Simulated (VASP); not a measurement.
A run of VASP 6.6.1:

INCAR

```
PREC = Accurate
ENCUT = 520
EDIFF = 1E-6
ISMEAR = -1
SIGMA = 0.05
LREAL = F
LASPH = T
NELM = 80
ALGO = Fast
ISIF = 2
LWAVE = F
LCHARG = T
GGA = PE
LELF = T
LVHAR = T
NBANDS = 18
```

KPOINTS

```
regular mesh
0
Gamma
  8 8 3
```

POSCAR

```
Na
1.0
    3.1966520447     -1.8565520294      0.0000000000
    3.1966520447      1.8565520294      0.0000000000
   -2.1744518352      0.0000000000      9.3648511597
Na
3
Direct
    0.7775850000      0.7775850000      0.3333240000
    0.2224150000      0.2224150000      0.6666760000
    0.0000000000      0.0000000000      0.0000000000
```

Potentials or basis: VASP PAW PBE potentials, release 64 (Na_pv).

Command:

```console
$ cat potpaw_PBE.64/Na_pv/POTCAR > POTCAR
$ mpirun -np 1 vasp_std > vasp.out
```

Hardware: 1 thread of AMD EPYC 9R45 96-Core Processor (Zen 5) (shared host).

Question: How long does it take, and how much memory?

Answer: Run time: 59 s on 1 thread of AMD EPYC 9R45 96-Core Processor (Zen 5), with other jobs on the host, peak memory 0.22 GiB. Counts: scf iterations 12, k points 57.
